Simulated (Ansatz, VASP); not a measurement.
**One calculation of MgB2, two programs**

```
Mg B
1.0
     3.08500    0.00000    0.00000
    -1.54250    2.67169    0.00000
     0.00000    0.00000    3.52300
Mg B
1 2
Cartesian
  0.0000 0.0000 0.0000
  0.0000 1.7811 1.7615
  1.5425 0.8906 1.9865
```

Change from the starting cell: one atom moved.

Alike in both runs: task single point; functional PBEsol; k mesh 15 × 15 × 10; occupations gaussian, width 0.1 eV; no spin polarisation.

|  | VASP | Ansatz |
| --- | --- | --- |
| version | VASP 6.6.1 | Ansatz 0.2.0 |
| potentials or method | VASP PAW PBE potentials, release 64 (Mg, B), cutoff 520 eV | scalar-relativistic, plane waves, PAW |
| valence electrons in the cell | 8 | 16 |

```csv
,VASP,Ansatz,Ansatz less VASP
gap on the k mesh at the Fermi level (eV),none,none,-
pressure (GPa),-1.8,-1.8,-0.01
"traceless stress, the component that is largest in VASP (GPa)",0.50,0.64,+0.142
rms of the force components (eV/Å),1.017,1.016,-0.0006
```

VASP's potentials were made for PBE, not for PBEsol. Atom by atom the forces differ by 0.002 eV/Å (rms over components). A gap of «none» marks a metal or a gap that the smearing closes. The functional is the same, so the differences come from potentials, cutoffs and numerics. VASP's potentials hold 8 valence electrons a cell and Ansatz's 16, so a difference there can come from the potentials and not from the codes.
